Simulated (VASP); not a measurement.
The system is MoS3.

```xyz
4
Lattice="6.2690 0.0000 0.0000 -3.1345 5.4291 0.0000 0.0000 0.0000 2.9080" Properties=species:S:1:pos:R:3 pbc="T T T"
Mo    0.0000    0.0000    0.0000
S     4.3963    0.0000    1.4540
S    -2.1981    3.8073    1.4540
S     0.9364    1.6219    1.4540
```

The cell was generated, and may not be a known phase.

```yaml
Program: VASP 6.6.1
Task: relaxation of cell and atoms
Functional: PBE
Potentials_or_basis: VASP PAW PBE potentials, release 64 (Mo_sv, S)
Cutoff: 600 eV
k_mesh: 3 × 3 × 6
Occupations: gaussian, width 0.1 eV
Spin: no spin polarisation
```

At the start: pressure 0.1 GPa; volume 24.74 Å³/atom.

**Question.** How do energy, volume and symmetry change on relaxing?

**Answer.** Over 9 steps the energy falls by 4.8 meV/atom and the volume is 26.55 Å³/atom (+7.3 %); space group P-62m (No. 189, to 0.1 Å) before and after.

The path:
| step | energy change (eV) | largest force (eV/Å) | pressure (GPa) | volume (Å³) |
| --- | --- | --- | --- | --- |
| 1 | 0.0000 | 0.0483 | 0.06 | 98.98 |
| 2 | -0.0026 | 0.0550 | 0.34 | 99.10 |
| 3 | -0.0028 | 0.0571 | 0.42 | 99.13 |
| 4 | -0.0047 | 0.1357 | 0.03 | 100.03 |
| 5 | -0.0053 | 0.2109 | -0.34 | 100.90 |
| 6 | -0.0063 | 0.2034 | -0.33 | 101.13 |
| 7 | -0.0089 | 0.1809 | -0.29 | 101.85 |
| 8 | -0.0132 | 0.1340 | -0.20 | 103.29 |
| 9 | -0.0190 | 0.0346 | 0.03 | 106.19 |

Final structure:
```
Mo S
1.0
     6.50832    0.00000    0.00000
    -3.25416    5.63637    0.00000
     0.00000    0.00000    2.89482
Mo S
1 3
Direct
  0.00000 0.00000 0.00000
  0.71164 0.00000 0.50000
  0.00000 0.71164 0.50000
  0.28836 0.28836 0.50000
```
